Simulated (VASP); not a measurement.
# GaSb3 (Fm-3m) in VASP: a series of runs

Aim: see how the results for GaSb3 move with the level of theory and the settings. Levels: PBE, r2SCAN. Tasks: single point.

Everything below comes from runs of VASP 6.6.1. Logs are shortened: lines on timing, memory, paths and dates and some standing lists are left out, and cuts for length are marked.

## Step 1: The cell of the first run

It takes space group Fm-3m (No. 225, cubic). The conventional cell has a = 7.169 Å, b = 7.169 Å, c = 7.169 Å, α = 90.00°, β = 90.00°, γ = 90.00°. Within 4.1 Å of Ga (site symmetry m-3m) lie 14 Sb at 3.10 to 3.58 Å. Sb (site symmetry -43m) has 4 Ga at 3.10 Å and 10 Sb at 3.10 to 3.58 Å within 4.1 Å. Within 4.1 Å of Sb (site symmetry m-3m) lie 8 Sb at 3.10 Å and 6 Ga at 3.58 Å.

## Step 2: Single point, PBE (strained)

INCAR

```
ALGO = Normal ; EDIFF = 1E-6
ENCUT = 520 ; GGA = PE
ISIF = 2 ; ISMEAR = 0
LASPH = T ; LCHARG = F
LREAL = F ; LWAVE = F
NBANDS = 22 ; NELM = 60
PREC = Accurate ; SIGMA = 0.1
```

KPOINTS

```
k-points
0
Gamma
  10 10 10
```

POSCAR

```
GaSb3
1.0
    0.0000000000      3.5844675938      3.5844675938
    3.5844675938      0.0000000000      3.5844675938
    3.5844675938      3.5844675938      0.0000000000
Ga Sb
1 3
Direct
    0.0000000000      0.0000000000      0.0000000000
    0.2500000000      0.2500000000      0.2500000000
    0.7500000000      0.7500000000      0.7500000000
    0.5000000000      0.5000000000      0.5000000000
```

Potentials or basis: VASP PAW PBE potentials, release 64 (Ga_d, Sb).

Started as:

```bash
> cat potpaw_PBE.64/Ga_d/POTCAR potpaw_PBE.64/Sb/POTCAR > POTCAR
> mpirun -np 1 vasp_std > vasp.out
```

OUTCAR:

```text
EDIFF = 1E-6
   ENCUT = 520
   GGA = PE
   ISIF = 2
   ISMEAR = 0
   LASPH = T
   LREAL = F
   NELM = 60
   PREC = Accurate

 ion  position               nearest neighbor table
   1  0.000  0.000  0.000-   3 3.10   3 3.10   3 3.10   2 3.10   3 3.10   2 3.10   2 3.10   2 3.10

   2  0.250  0.250  0.250-   1 3.10   1 3.10   1 3.10   1 3.10   4 3.10   4 3.10   4 3.10   4 3.10
                             3 3.58   3 3.58   3 3.58   3 3.58   3 3.58   3 3.58
   3  0.750  0.750  0.750-   4 3.10   4 3.10   4 3.10   1 3.10   4 3.10   1 3.10   1 3.10   1 3.10
                             2 3.58   2 3.58   2 3.58   2 3.58   2 3.58   2 3.58
   4  0.500  0.500  0.500-   2 3.10   2 3.10   2 3.10   2 3.10   3 3.10   3 3.10   3 3.10   3 3.10

  LATTYP: Found a face centered cubic cell.
 ALAT       =     7.1689351876

  Lattice vectors:

 A1 = (   0.0000000000,   3.5844675938,   3.5844675938)
 A2 = (   3.5844675938,   0.0000000000,   3.5844675938)
 A3 = (   3.5844675938,   3.5844675938,   0.0000000000)

Analysis of symmetry for initial positions (statically):
=====================================================================
 Subroutine PRICEL returns:
 Original cell was already a primitive cell.

 Routine SETGRP: Setting up the symmetry group for a
 face centered cubic supercell.

 Subroutine GETGRP returns: Found 48 space group operations
 (whereof 48 operations were pure point group operations)
 out of a pool of 48 trial point group operations.

The static configuration has the point symmetry O_h .

Analysis of symmetry for dynamics (positions and initial velocities):
=====================================================================
 Subroutine PRICEL returns:
 Original cell was already a primitive cell.

 Routine SETGRP: Setting up the symmetry group for a
 face centered cubic supercell.

 Subroutine GETGRP returns: Found 48 space group operations
 (whereof 48 operations were pure point group operations)
 out of a pool of 48 trial point group operations.

The dynamic configuration has the point symmetry O_h .

 Subroutine INISYM returns: Found 48 space group operations
 (whereof 48 operations are pure point group operations),
 and found     1 'primitive' translations

----------------------------------------------------------------------------------------

                                     Primitive cell

  volume of cell :      92.1094

  direct lattice vectors                    reciprocal lattice vectors
     0.000000000  3.584467594  3.584467594    -0.139490730  0.139490730  0.139490730
     3.584467594  0.000000000  3.584467594     0.139490730 -0.139490730  0.139490730
     3.584467594  3.584467594  0.000000000     0.139490730  0.139490730 -0.139490730

  length of vectors
     5.069202685  5.069202685  5.069202685     0.241605031  0.241605031  0.241605031

  position of ions in fractional coordinates (direct lattice)
     0.000000000  0.000000000  0.000000000
     0.250000000  0.250000000  0.250000000
     0.750000000  0.750000000  0.750000000
     0.500000000  0.500000000  0.500000000

  ion indices of the primitive-cell ions
   primitive index   ion index
                 1           1
                 2           2
                 3           3
                 4           4

----------------------------------------------------------------------------------------

 KPOINTS: k-points

Automatic generation of k-mesh.
 Grid dimensions read from file:
 generate k-points for:   10   10   10

 Generating k-lattice:

  Cartesian coordinates                     Fractional coordinates (reciprocal lattice)
    -0.013949073  0.013949073  0.013949073     0.100000000  0.000000000  0.000000000
     0.013949073 -0.013949073  0.013949073     0.000000000  0.100000000  0.000000000
     0.013949073  0.013949073 -0.013949073     0.000000000  0.000000000  0.100000000

  Length of vectors
     0.024160503  0.024160503  0.024160503

  Shift w.r.t. Gamma in fractional coordinates (k-lattice)
     0.000000000  0.000000000  0.000000000

 Subroutine IBZKPT returns following result:
 ===========================================

 Found     47 irreducible k-points:

 Following reciprocal coordinates:
            Coordinates               Weight
  0.000000  0.000000  0.000000      1.000000
  0.100000  0.000000  0.000000      8.000000
  0.200000  0.000000  0.000000      8.000000
  0.300000  0.000000  0.000000      8.000000
  0.400000  0.000000  0.000000      8.000000
  0.500000  0.000000  0.000000      4.000000
[... 16 lines left out ...]
  0.300000  0.300000  0.000000      6.000000
  0.400000  0.300000  0.000000     24.000000
 [... further k-points ...]
   k-points           NKPTS =     47   k-points in BZ     NKDIM =     47   number of bands    NBANDS=     22
   number of dos      NEDOS =    301   number of ions     NIONS =      4
   total plane-waves  NPLWV =  64000
   dimension x,y,z NGX =    40 NGY =   40 NGZ =   40
   dimension x,y,z NGXF=    80 NGYF=   80 NGZF=   80
   ions per type =               1   3
   NGX,Y,Z   is equivalent  to a cutoff of  13.12, 13.12, 13.12 a.u.
   NGXF,Y,Z  is equivalent  to a cutoff of  26.24, 26.24, 26.24 a.u.
 SYSTEM =  unknown system
   PREC   = accura    normal or accurate (medium, high low for compatibility)
   ISTART =      0    job   : 0-new  1-cont  2-samecut
   ICHARG =      2    charge: 1-file 2-atom 10-const
   ISPIN  =      1    spin polarized calculation?
   LNONCOLLINEAR =      F non collinear calculations
   LSORBIT =      F    spin-orbit coupling
   LASPH  =      T    aspherical Exc in radial PAW
   ENCUT  =  520.0 eV  38.22 Ry    6.18 a.u.   9.43  9.43  9.43*2*pi/ulx,y,z
   NELM   =     60;   NELMIN=  2; NELMDL= -5     # of ELM steps
   EDIFF  = 0.1E-05   stopping-criterion for ELM
   LREAL  =      F    real-space projection
   EDIFFG = 0.1E-04   stopping-criterion for IOM
   NSW    =      0    number of steps for IOM
   IBRION =     -1    ionic relax: 0-MD 1-quasi-New 2-CG
   NFREE  =      0    steps in history (QN), initial steepest desc. (CG)
   ISIF   =      2    stress and relaxation
   ISYM   =      2    0-nonsym 1-usesym 2-fastsym
   POTIM  = 0.5000    time-step for ionic-motion
   TEBEG  =    0.0;   TEEND  =   0.0 temperature during run
   PSTRESS=    0.0 pullay stress
   NELECT =      28.0000    total number of electrons
   NUPDOWN=      -1.0000    fix difference up-down
   EMIN   =  10.00;   EMAX   =-10.00  energy-range for DOS
   EFERMI =   0.00;   METHOD = LEGACY
   ISMEAR =     0;   SIGMA  =   0.10  broadening in eV -4-tet -1-fermi 0-gaus
   EFERMI_NEDOS =   21; number of points for ismear=-14 and -15
   IALGO  =     38    algorithm
   IMIX   =      4    mixing-type and parameters
     AMIX     =   0.40;   BMIX     =  1.00
     AMIX_MAG =   1.60;   BMIX_MAG =  1.00
  volume/ion in A,a.u.               =      23.03       155.40
  Fermi-wavevector in a.u.,A,eV,Ry     =   1.100761  2.080136 16.485822  1.211674
  Thomas-Fermi vector in A             =   2.237177
   LORBIT       =      0    0 simple, 1 ext, 2 COOP (PROOUT), +10 PAW based schemes
   GGA     = PE    functional components
   LHFCALC =     F    Hartree Fock is set to
   AEXX    =    0.0000 exact exchange contribution
   IVDW    =     0    specifies the selected vdW correction
   LEPSILON=     F    determine dielectric tensor
   LRPA    =     F    only Hartree local field effects (RPA)
 non-spin polarized calculation
 Gauss-broadening in eV      SIGMA  =   0.10
  energy-cutoff  :      520.00
  volume of cell :       92.11
 maximum number of plane-waves:      2505
 NGX is ok and might be reduce to    40
   NGX = 19   NGY = 19   NGZ = 19

 number of electron      27.9999999 magnetization

 Free energy of the ion-electron system (eV)
  ---------------------------------------------------
  ext. energy  EPLUGINS =         0.00000000
  ---------------------------------------------------
  free energy    TOTEN  =       -14.34666208 eV

  energy without entropy =      -14.33808362  energy(sigma->0) =      -14.34237285

 E-fermi :   8.8991     XC(G=0): -10.7339

 val. band max:        8.8634489691   @ k =   0.4000   0.3000   0.1000
 cond. band min:       8.9048176123   @ k =   0.2000   0.1000   0.0000
 fundamental gap:      0.0413686433
 Fermi energy:         8.8990905011

 k-point     1 :       0.0000    0.0000    0.0000
  band No.  band energies     occupation
      1      -5.9034      2.00000
      2      -5.9034      2.00000
      3      -5.9034      2.00000
      4      -5.8838      2.00000
      5      -5.8838      2.00000
      6      -4.4181      2.00000
[... 14 lines left out ...]
     21      16.7396      0.00000
     22      16.7396      0.00000

 k-point     2 :       0.1000    0.0000    0.0000
  band No.  band energies     occupation
      1      -5.9042      2.00000
      2      -5.9030      2.00000
      3      -5.9030      2.00000
      4      -5.8840      2.00000
      5      -5.8840      2.00000
      6      -4.3316      2.00000
[... 14 lines left out ...]
     21      15.9181      0.00000
     22      16.5049      0.00000

 k-point     3 :       0.2000    0.0000    0.0000
  band No.  band energies     occupation
      1      -5.9067      2.00000
      2      -5.9020      2.00000
      3      -5.9020      2.00000
      4      -5.8843      2.00000
      5      -5.8843      2.00000
      6      -4.0729      2.00000
[... 14 lines left out ...]
     21      14.2938      0.00000
     22      15.6978      0.00000

 k-point     4 :       0.3000    0.0000    0.0000
  band No.  band energies     occupation
      1      -5.9100      2.00000
      2      -5.9010      2.00000
      3      -5.9010      2.00000
      4      -5.8846      2.00000
      5      -5.8846      2.00000
      6      -3.6481      2.00000
[... 14 lines left out ...]
     21      14.3955      0.00000
     22      14.9050      0.00000

 k-point     5 :       0.4000    0.0000    0.0000
  band No.  band energies     occupation
      1      -5.9130      2.00000
      2      -5.9002      2.00000
      3      -5.9002      2.00000
      4      -5.8847      2.00000
      5      -5.8847      2.00000
      6      -3.0857      2.00000
[... 14 lines left out ...]
     21      14.2067      0.00000
     22      16.4135      0.00000

 k-point     6 :       0.5000    0.0000    0.0000
  band No.  band energies     occupation
      1      -5.9141      2.00000
      2      -5.9000      2.00000
      3      -5.9000      2.00000
      4      -5.8847      2.00000
      5      -5.8847      2.00000
      6      -2.6481      2.00000
[... 14 lines left out ...]
     21      14.9842      0.00000
     22      18.0825      0.00000

 k-point     7 :       0.1000    0.1000    0.0000
  band No.  band energies     occupation
      1      -5.9048      2.00000
      2      -5.9027      2.00000
      3      -5.9027      2.00000
      4      -5.8844      2.00000
      5      -5.8837      2.00000
      6      -4.3027      2.00000
[... 324 lines left out ...]
      6      -2.4140      2.00000
[... 14 lines left out ...]
     21      14.4429      0.00000
     22      17.4825      0.00000

 k-point    21 :      -0.3000    0.2000    0.0000
  band No.  band energies     occupation
      1      -5.9092      2.00000
      2      -5.9038      2.00000
      3      -5.8992      2.00000
      4      -5.8861      2.00000
      5      -5.8854      2.00000
      6      -2.9828      2.00000
[... 14 lines left out ...]
     21      14.9334      0.00000
     22      16.2049      0.00000

 k-point    22 :      -0.2000    0.2000    0.0000
  band No.  band energies     occupation
      1      -5.9083      2.00000
      2      -5.9028      2.00000
      3      -5.9003      2.00000
      4      -5.8855      2.00000
      5      -5.8850      2.00000
      6      -3.5041      2.00000
[... 14 lines left out ...]
     21      14.8375      0.00000
     22      15.6551      0.00000

 k-point    23 :       0.3000    0.3000    0.0000
  band No.  band energies     occupation
      1      -5.9133      2.00000
      2      -5.8984      2.00000
      3      -5.8984      2.00000
      4      -5.8896      2.00000
      5      -5.8828      2.00000
      6      -3.3860      2.00000
[... 14 lines left out ...]
     21      13.5611      0.00000
     22      13.5611      0.00000

 k-point    24 :       0.4000    0.3000    0.0000
  band No.  band energies     occupation
      1      -5.9147      2.00000
      2      -5.8981      2.00000
      3      -5.8974      2.00000
      4      -5.8908      2.00000
      5      -5.8828      2.00000
      6      -2.9658      2.00000
[... 14 lines left out ...]
     21      13.7675      0.00000
     22      13.8195      0.00000

 [... further k-points ...]

------------------------ aborting loop because EDIFF is reached ----------------------------------------

  FORCE on cell =-STRESS in cart. coord.  units (eV):
  Direction    XX          YY          ZZ          XY          YZ          ZX
  --------------------------------------------------------------------------------------
  -------------------------------------------------------------------------------------
  Total        4.1311865      4.1311865      4.1311865      0.0000000      0.0000000      0.0000000
  in kB       71.8590395     71.8590395     71.8590395      0.0000000      0.0000000      0.0000000
  external PRESSURE =      71.8590395 kB  Pullay stress =       0.0000000 kB

 VOLUME and BASIS-vectors are now :
 -----------------------------------------------------------------------------
  energy-cutoff  :      520.00
  volume of cell :       92.11
      direct lattice vectors                 reciprocal lattice vectors
     0.000000000  3.584467594  3.584467594    -0.139490730  0.139490730  0.139490730
     3.584467594  0.000000000  3.584467594     0.139490730 -0.139490730  0.139490730
     3.584467594  3.584467594  0.000000000     0.139490730  0.139490730 -0.139490730

 POSITION                                       TOTAL-FORCE (eV/Angst)
 -----------------------------------------------------------------------------------
      0.00000      0.00000      0.00000        -0.000000     -0.000000     -0.000000
      1.79223      1.79223      1.79223        -0.000000     -0.000000     -0.000000
      5.37670      5.37670      5.37670         0.000000      0.000000      0.000000
      3.58447      3.58447      3.58447        -0.000000     -0.000000     -0.000000
 -----------------------------------------------------------------------------------
    total drift:                               -0.000000      0.000000      0.000000

  FREE ENERGIE OF THE ION-ELECTRON SYSTEM (eV)
  ---------------------------------------------------
  free  energy   TOTEN  =       -14.3466620787 eV

  energy  without entropy=      -14.3380836168  energy(sigma->0) =      -14.34237285
```

It took 35 s on 1 thread of Intel Xeon 6975P-C (Granite Rapids), shared host; peak memory 0.28 GiB.

Results:

```yaml
Free_energy: -14.3467 eV
Pressure: 7.2 GPa
Band_gap_on_the_k_mesh: zero (band 14 reaches 10.50 eV, above the bottom of band 15 at 6.34 eV)
```

Caveat: the cell differs from its parent crystal (strained); spin-orbit coupling is left out, which moves the levels of the heavy elements.

## Step 3: Single point, r2SCAN (functional r2SCAN, strained)

POSCAR

```
GaSb3
1.0
    0.0000000000      3.7832336954      3.7832336954
    3.7832336954      0.0000000000      3.7832336954
    3.7832336954      3.7832336954      0.0000000000
Ga Sb
1 3
Direct
    0.0000000000      0.0000000000      0.0000000000
    0.2500000000      0.2500000000      0.2500000000
    0.7500000000      0.7500000000      0.7500000000
    0.5000000000      0.5000000000      0.5000000000
```

INCAR.step1

```
SYSTEM = GaSb3
  PREC = Accurate
  ENCUT = 520
  ISMEAR = 0
  SIGMA = 0.1
  LREAL = .FALSE.
  LASPH = .TRUE.
  NELM = 80
  NBANDS = 22
  GGA = PE
  ALGO = Normal
  EDIFF = 1E-4
  LWAVE = .TRUE.
  LCHARG = .FALSE.
```

INCAR.step2

```
SYSTEM = GaSb3
  PREC = Accurate
  ENCUT = 520
  EDIFF = 1E-6
  ISMEAR = 0
  SIGMA = 0.1
  LREAL = .FALSE.
  LASPH = .TRUE.
  NELM = 80
  ALGO = Normal
  ISIF = 2
  LWAVE = .FALSE.
  LCHARG = .FALSE.
  METAGGA = R2SCAN
  LMIXTAU = .TRUE.
  NBANDS = 22
  ISTART = 1
```

KPOINTS

```
Automatic mesh
0
G
  10 10 10
  0 0 0
```

Potentials or basis: VASP PAW PBE potentials, release 64 (Ga_d, Sb).

Started as:

```bash
> cat potpaw_PBE.64/Ga_d/POTCAR potpaw_PBE.64/Sb/POTCAR > POTCAR
> cp INCAR.step1 INCAR
> mpirun -np 1 vasp_std > vasp.out
> cp INCAR.step2 INCAR
> mpirun -np 1 vasp_std > vasp.out
```

It took 2.2 min on 1 thread of Intel Xeon 6975P-C (Granite Rapids), shared host; peak memory 0.32 GiB.

The run converged. Its results:

| Item | Value |
| --- | --- |
| Free energy | -87.1419 eV |
| Pressure | -3.5 GPa |
| Band gap on the k mesh | zero (band 14 reaches 8.14 eV, above the bottom of band 15 at 4.49 eV) |

Levels at points of the mesh, in eV from the Fermi level:
```
           k point  band 10  band 11  band 12  band 13  band 14  band 15  band 16  band 17  band 18  band 19
(0.00, 0.00, 0.00)    -2.55    -2.55    -2.55    -2.41    -2.41    -2.41    -0.66    -0.66    -0.66     3.95
(0.50, 0.00, 0.00)    -3.57    -3.57    -2.58    -2.58    -0.48    -0.07     2.14     2.14     3.15     3.15
(0.50, 0.50, 0.00)    -5.18    -5.18     0.65     0.94     0.97     0.97     1.88     1.88     1.94     3.80
```

Caveat: the cell differs from its parent crystal (functional r2SCAN, strained); the PAW data sets were made with another functional, which shifts forces and pressure a little; spin-orbit coupling is left out, which moves the levels of the heavy elements.
